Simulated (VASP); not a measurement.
# Ta8H4C in VASP: further runs

Ta8H4C is run at these levels: PBEsol; tasks: single point.

Program: VASP 6.6.1. These are calculated values, not measurements. Logs are shortened: lines on timing, memory, paths and dates and some standing lists are left out, and cuts for length are marked.

**1. The cell of the first run**

The cell holds a slab with vacuum, 13 atoms: a = 4.639 Å, b = 4.639 Å, c = 27.079 Å, α = 90.00°, β = 90.00°, γ = 120.00°.

**2. Single point, PBEsol**

Contents of INCAR:

```
SYSTEM = Ta8H4C
ALGO = Normal
DIPOL = 0.5 0.5 0.529
EDIFF = 1E-6
ENCUT = 520
GGA = PS
IDIPOL = 3
ISIF = 2
ISMEAR = 0
LASPH = .TRUE.
LCHARG = .FALSE.
LDIPOL = .TRUE.
LREAL = .FALSE.
LWAVE = .FALSE.
NBANDS = 60
NELM = 100
PREC = Accurate
SIGMA = 0.1
```

Contents of KPOINTS:

```
k-points
0
G
  6 6 1
  0 0 0
```

Contents of POSCAR:

```
Ta8H4C
1.0
    4.6393552034      0.0000000000      0.0000000000
   -2.3196776017      4.0177994633      0.0000000000
    0.0000000000      0.0000000000     27.0787309072
Ta H C
8 4 1
Direct
    0.6666666667      0.3333333333      0.3138994966
    0.3333333333      0.6666666667      0.3488717565
    0.0000000000      0.0000000000      0.3838440164
    0.6666666667      0.3333333333      0.4188162763
    0.3333333333      0.6666666667      0.4500794131
    0.0000000000      0.0000000000      0.4912074880
    0.6666666667      0.3333333333      0.5215077201
    0.3333333333      0.6666666667      0.5463177514
    0.3333333333      0.6666666667      0.6409954020
    0.5597355223      0.6707397644      0.6947177019
    0.3292602356      0.8889957579      0.6947177019
    0.1110042421      0.4402644777      0.6947177019
    0.3333333333      0.6666666667      0.6819146609
```

Potentials or basis: VASP PAW PBE potentials, release 64 (Ta_pv, H, C).

Launch:

```console
$ cat potpaw_PBE.64/Ta_pv/POTCAR potpaw_PBE.64/H/POTCAR potpaw_PBE.64/C/POTCAR > POTCAR
$ mpirun -np 1 vasp_std > vasp.out
```

OUTCAR:

```text
SYSTEM = Ta8H4C
   EDIFF = 1E-6
   ENCUT = 520
   GGA = PS
   ISIF = 2
   ISMEAR = 0
   LASPH = .TRUE.
   LREAL = .FALSE.
   NELM = 100
   PREC = Accurate

 ion  position               nearest neighbor table
   1  0.667  0.333  0.314-   4 2.84   2 2.84   2 2.84   2 2.84   3 3.28   3 3.28   3 3.28
   2  0.333  0.667  0.349-   5 2.74   1 2.84   3 2.84   1 2.84   3 2.84   3 2.84   1 2.84   4 3.28
                             4 3.28   4 3.28
   3  0.000  0.000  0.384-   2 2.84   4 2.84   2 2.84   4 2.84   2 2.84   4 2.84   6 2.91   5 3.22
                             5 3.22   5 3.22   1 3.28   1 3.28   1 3.28
   4  0.667  0.333  0.419-   7 2.78   5 2.81   5 2.81   5 2.81   1 2.84   3 2.84   3 2.84   3 2.84
                             2 3.28   2 3.28   2 3.28   6 3.32   6 3.32   6 3.32
   5  0.333  0.667  0.450-   8 2.61   2 2.74   4 2.81   4 2.81   4 2.81   6 2.90   6 2.90   6 2.90
                             3 3.22   3 3.22   3 3.22   7 3.30   7 3.30   7 3.30
   6  0.000  0.000  0.491-   7 2.80   7 2.80   7 2.80   5 2.90   5 2.90   5 2.90   3 2.91   8 3.07
                             8 3.07   8 3.07   4 3.32   4 3.32   4 3.32
   7  0.667  0.333  0.522-   8 2.76   8 2.76   8 2.76   4 2.78   6 2.80   6 2.80   6 2.80   5 3.30
                             5 3.30   5 3.30
   8  0.333  0.667  0.546-   5 2.61   7 2.76   7 2.76   7 2.76   6 3.07   6 3.07   6 3.07
   9  0.333  0.667  0.641-  13 1.11
  10  0.560  0.671  0.695-  13 1.10
  11  0.329  0.889  0.695-  13 1.10
  12  0.111  0.440  0.695-  13 1.10
  13  0.333  0.667  0.682-  11 1.10  12 1.10  10 1.10   9 1.11

  LATTYP: Found a hexagonal cell.
 ALAT       =     4.6393552034
 C/A-ratio  =     5.8367444871

  Lattice vectors:

 A1 = (   4.6393552034,   0.0000000000,   0.0000000000)
 A2 = (  -2.3196776017,   4.0177994633,   0.0000000000)
 A3 = (   0.0000000000,   0.0000000000,  27.0787309072)

Analysis of symmetry for initial positions (statically):
=====================================================================
 Subroutine PRICEL returns:
 Original cell was already a primitive cell.

 Routine SETGRP: Setting up the symmetry group for a
 hexagonal supercell.

 Subroutine GETGRP returns: Found  3 space group operations
 (whereof  3 operations were pure point group operations)
 out of a pool of 24 trial point group operations.

The static configuration has the point symmetry C_3 .

Analysis of symmetry for dynamics (positions and initial velocities):
=====================================================================
 Subroutine PRICEL returns:
 Original cell was already a primitive cell.

[... 134 lines left out ...]
  Fermi-wavevector in a.u.,A,eV,Ry     =   0.941472  1.779123 12.059777  0.886369
  Thomas-Fermi vector in A             =   2.068986
   LORBIT       =      0    0 simple, 1 ext, 2 COOP (PROOUT), +10 PAW based schemes
   GGA     = PS    functional components
   LHFCALC =     F    Hartree Fock is set to
   AEXX    =    0.0000 exact exchange contribution
   IVDW    =     0    specifies the selected vdW correction
   LEPSILON=     F    determine dielectric tensor
   LRPA    =     F    only Hartree local field effects (RPA)
 non-spin polarized calculation
 Gauss-broadening in eV      SIGMA  =   0.10
  energy-cutoff  :      520.00
  volume of cell :      504.75
 maximum number of plane-waves:     13629
 NGX is ok and might be reduce to    36
   NGX = 17   NGY = 17   NGZ =101

 dipolmoment           0.000000      0.000000      0.074144 electrons x Angstroem

 number of electron      96.0000011 magnetization

 dipolmoment           0.000000      0.000000     -0.021781 electrons x Angstroem

 Free energy of the ion-electron system (eV)
  ---------------------------------------------------
  ext. energy  EPLUGINS =         0.00000000
  ---------------------------------------------------
  free energy    TOTEN  =      -117.02177095 eV

  energy without entropy =     -116.97590525  energy(sigma->0) =     -116.99883810

 E-fermi :  -0.5180     XC(G=0):  -5.0704

 val. band max:       -0.5205654879   @ k =   0.3333   0.3333   0.0000
 cond. band min:      -0.4729022816   @ k =   0.3333  -0.0000   0.0000
 fundamental gap:      0.0476632063
 Fermi energy:        -0.5179647169

 k-point     1 :       0.0000    0.0000    0.0000
  band No.  band energies     occupation
      1     -35.1375      2.00000
      2     -34.9615      2.00000
      3     -34.9118      2.00000
      4     -34.9118      2.00000
      5     -34.7468      2.00000
      6     -34.7468      2.00000
[... 493 lines left out ...]
     59       1.9805      0.00000
     60       2.0442      0.00000

------------------------ aborting loop because EDIFF is reached ----------------------------------------

 vacuum level on the upper side and lower side of the slab       (xc-potential included)        -0.165         0.032

  FORCE on cell =-STRESS in cart. coord.  units (eV):
  Direction    XX          YY          ZZ          XY          YZ          ZX
  --------------------------------------------------------------------------------------
  -------------------------------------------------------------------------------------
  Total       -6.8385485     -6.8385485     -4.3481800     -0.0000000      0.0000000     -0.0000000
  in kB      -21.7070259    -21.7070259    -13.8020599     -0.0000001      0.0000000     -0.0000000
  external PRESSURE =     -19.0720373 kB  Pullay stress =       0.0000000 kB

 VOLUME and BASIS-vectors are now :
 -----------------------------------------------------------------------------
  energy-cutoff  :      520.00
  volume of cell :      504.75
      direct lattice vectors                 reciprocal lattice vectors
     4.639355203  0.000000000  0.000000000     0.215547195  0.124446231  0.000000000
    -2.319677602  4.017799463  0.000000000     0.000000000  0.248892462  0.000000000
     0.000000000  0.000000000 27.078730907     0.000000000  0.000000000  0.036929353

 POSITION                                       TOTAL-FORCE (eV/Angst)
 -----------------------------------------------------------------------------------
      2.31968      1.33927      8.50000        -0.000000      0.000000      1.941444
     -0.00000      2.67853      9.44700        -0.000000      0.000000     -0.002932
      0.00000      0.00000     10.39401        -0.000000      0.000000     -1.179613
      2.31968      1.33927     11.34101        -0.000000      0.000000     -0.778269
     -0.00000      2.67853     12.18758        -0.000000      0.000000     -0.015166
      0.00000      0.00000     13.30128        -0.000000      0.000000      0.015305
      2.31968      1.33927     14.12177        -0.000000      0.000000      0.002922
     -0.00000      2.67853     14.79359        -0.000000      0.000000      0.008649
     -0.00000      2.67853     17.35734        -0.000000      0.000000     -0.025202
      1.04091      2.69490     18.81207         0.032764      0.000243      0.012764
     -0.53463      3.57181     18.81207        -0.016593      0.028252      0.012764
     -0.50628      1.76889     18.81207        -0.016171     -0.028496      0.012764
     -0.00000      2.67853     18.46538        -0.000000     -0.000000     -0.005432
 -----------------------------------------------------------------------------------
    total drift:                               -0.000000     -0.000000     -0.000042

  FREE ENERGIE OF THE ION-ELECTRON SYSTEM (eV)
  ---------------------------------------------------
  free  energy   TOTEN  =      -117.0217709513 eV

  energy  without entropy=     -116.9759052484  energy(sigma->0) =     -116.99883810

 vacuum level on the upper side and lower side of the slab         2.723         2.896
```

stdout:

```text
POSCAR found type information on POSCAR TaH C
 POSCAR found :  3 types and      13 ions
 scaLAPACK will be used
 -----------------------------------------------------------------------------
|                                                                             |
|                                                                             |
|     You enforced a specific xc type in the INCAR file but a different       |
|     I HOPE YOU KNOW WHAT YOU ARE DOING!                                     |
|                                                                             |
 -----------------------------------------------------------------------------

 LDA part: xc-table for (Slater+PW92), standard interpolation
 POSCAR, INCAR and KPOINTS ok, starting setup
 FFT: planning ... GRIDC
 FFT: planning ... GRID_SOFT
 FFT: planning ... GRID
 WAVECAR not read
 entering main loop
```

Run time: 6.4 min. Hardware: 1 thread of Intel Xeon 6975P-C (Granite Rapids), shared host; peak memory 0.66 GiB.

Results:

```yaml
Free_energy: -117.0218 eV
Largest_force: 1.941 eV/Å
Band_gap_on_the_k_mesh: zero (bands 48 and 49 overlap by 0.40 eV)
```

Forces on the atoms (eV/Å):
```
Ta   0.000  0.000  1.941
Ta   0.000  0.000 -0.003
Ta   0.000  0.000 -1.180
Ta   0.000  0.000 -0.778
Ta   0.000  0.000 -0.015
Ta   0.000  0.000  0.015
Ta   0.000  0.000  0.003
Ta   0.000  0.000  0.009
H    0.000  0.000 -0.025
H    0.033  0.000  0.013
H   -0.017  0.028  0.013
H   -0.016 -0.028  0.013
C    0.000  0.000 -0.005
```

Caveat: the PAW data sets were made with another functional, which shifts forces and pressure a little; spin-orbit coupling is left out, which moves the levels of the heavy elements.

**3. Single point, PBEsol**

Contents of INCAR:

```
SYSTEM = Ta8H4C
ALGO = Normal
DIPOL = 0.5 0.5 0.532
EDIFF = 1E-7
ENCUT = 520
GGA = PS
IDIPOL = 3
ISIF = 2
ISMEAR = 0
LASPH = .True.
LCHARG = .True.
LDIPOL = .True.
LELF = .True.
LREAL = .False.
LVACPOTAV = .True.
LVHAR = .True.
LWAVE = .False.
NBANDS = 60
NELM = 100
PREC = Accurate
SIGMA = 0.1
```

Contents of KPOINTS:

```
k-points
0
Gamma
  6 6 1
  0 0 0
```

Contents of POSCAR:

```
Ta8H4C
1.0
    4.6393552034      0.0000000000      0.0000000000
   -2.3196776017      4.0177994633      0.0000000000
    0.0000000000      0.0000000000     27.0787309072
Ta H C
8 4 1
Direct
    0.6666666667      0.3333333333      0.3138994966
    0.3333333333      0.6666666667      0.3488717565
    0.0000000000      0.0000000000      0.3838440164
    0.6666666667      0.3333333333      0.4188162763
    0.3333333333      0.6666666667      0.4500939135
    0.0000000000      0.0000000000      0.4912398649
    0.6666666667      0.3333333333      0.5214614764
    0.3333333333      0.6666666667      0.5461577439
    0.6666666667      0.3333333333      0.6480057170
    0.8884524071      0.3299183013      0.7021161207
    0.6700816987      0.5585341058      0.7021161207
    0.4414658942      0.1115475929      0.7021161207
    0.6666666667      0.3333333333      0.6887102430
```

Potentials or basis: VASP PAW PBE potentials, release 64 (Ta_pv, H, C).

Launch:

```console
$ cat potpaw_PBE.64/Ta_pv/POTCAR potpaw_PBE.64/H/POTCAR potpaw_PBE.64/C/POTCAR > POTCAR
$ mpirun -np 1 vasp_std > vasp.out
```

OUTCAR:

```text
SYSTEM = Ta8H4C
   EDIFF = 1E-7
   ENCUT = 520
   GGA = PS
   ISIF = 2
   ISMEAR = 0
   LASPH = .True.
   LREAL = .False.
   NELM = 100
   PREC = Accurate

 ion  position               nearest neighbor table
   1  0.667  0.333  0.314-   4 2.84   2 2.84   2 2.84   2 2.84   3 3.28   3 3.28   3 3.28
   2  0.333  0.667  0.349-   5 2.74   1 2.84   3 2.84   1 2.84   3 2.84   3 2.84   1 2.84   4 3.28
                             4 3.28   4 3.28
[... 734 lines left out ...]
  energy-cutoff  :      520.00
  volume of cell :      504.75
      direct lattice vectors                 reciprocal lattice vectors
     4.639355203  0.000000000  0.000000000     0.215547195  0.124446231  0.000000000
    -2.319677602  4.017799463  0.000000000     0.000000000  0.248892462  0.000000000
     0.000000000  0.000000000 27.078730907     0.000000000  0.000000000  0.036929353

 POSITION                                       TOTAL-FORCE (eV/Angst)
 -----------------------------------------------------------------------------------
      2.31968      1.33927      8.50000        -0.000000      0.000000      1.931743
     -0.00000      2.67853      9.44700        -0.000000      0.000000      0.018415
      0.00000      0.00000     10.39401        -0.000000      0.000000     -1.173646
      2.31968      1.33927     11.34101        -0.000000      0.000000     -0.801059
     -0.00000      2.67853     12.18797        -0.000000     -0.000000     -0.005076
      0.00000      0.00000     13.30215        -0.000000      0.000000     -0.001343
      2.31968      1.33927     14.12051        -0.000000      0.000000      0.008047
     -0.00000      2.67853     14.78926        -0.000000      0.000000      0.023250
      2.31968      1.33927     17.54717        -0.000000      0.000000     -0.032369
      3.35654      1.32555     19.01241         0.022643      0.000264      0.009739
      1.81313      2.24408     19.01241        -0.011550      0.019477      0.009739
      1.78936      0.44818     19.01241        -0.011093     -0.019741      0.009739
      2.31968      1.33927     18.64940        -0.000000      0.000000      0.002822
 -----------------------------------------------------------------------------------
    total drift:                               -0.000000     -0.000000     -0.000008

  FREE ENERGIE OF THE ION-ELECTRON SYSTEM (eV)
  ---------------------------------------------------
  free  energy   TOTEN  =      -117.0128137148 eV

  energy  without entropy=     -116.9672357914  energy(sigma->0) =     -116.99002475

 vacuum level on the upper side and lower side of the slab         3.073         2.727
```

OSZICAR:

```text
N       E                     dE             d eps       ncg     rms          rms(c)
DAV:   1     0.766062650828E+03    0.76606E+03   -0.51564E+04  1240   0.136E+03
DAV:   2    -0.824794546746E+02   -0.84854E+03   -0.82801E+03  1140   0.357E+02
DAV:   3    -0.127826213420E+03   -0.45347E+02   -0.43168E+02  1160   0.711E+01
[... 29 lines left out ...]
DAV:  33    -0.117012812014E+03   -0.19130E-05   -0.35426E-08   700   0.755E-04    0.259E-04
DAV:  34    -0.117012812916E+03   -0.90219E-06   -0.16764E-08   660   0.518E-04    0.154E-04
DAV:  35    -0.117012813546E+03   -0.63005E-06   -0.10085E-08   640   0.409E-04    0.774E-05
DAV:  36    -0.117012813649E+03   -0.10309E-06   -0.30954E-09   628   0.213E-04    0.834E-05
DAV:  37    -0.117012813715E+03   -0.65666E-07   -0.12264E-09   616   0.152E-04
   1 F= -.11701281E+03 E0= -.11699002E+03  d E =-.455779E-01
```

It took 7.3 min on 1 thread of Intel Xeon 6975P-C (Granite Rapids), shared host; peak memory 0.67 GiB.

What came out:

```yaml
Free_energy: -117.0128 eV
Largest_force: 1.932 eV/Å
Band_gap_on_the_k_mesh: zero (bands 48 and 49 overlap by 0.40 eV)
```

Forces in eV/Å, atoms in the order of the input:
```
Ta   0.000  0.000  1.932
Ta   0.000  0.000  0.018
Ta   0.000  0.000 -1.174
Ta   0.000  0.000 -0.801
Ta   0.000  0.000 -0.005
Ta   0.000  0.000 -0.001
Ta   0.000  0.000  0.008
Ta   0.000  0.000  0.023
H    0.000  0.000 -0.032
H    0.023  0.000  0.010
H   -0.012  0.019  0.010
H   -0.011 -0.020  0.010
C    0.000  0.000  0.003
```

Caveat: the PAW data sets were made with another functional, which shifts forces and pressure a little; spin-orbit coupling is left out, which moves the levels of the heavy elements.

The gap in the log of VASP goes by the Fermi energy; the results here count the filled bands.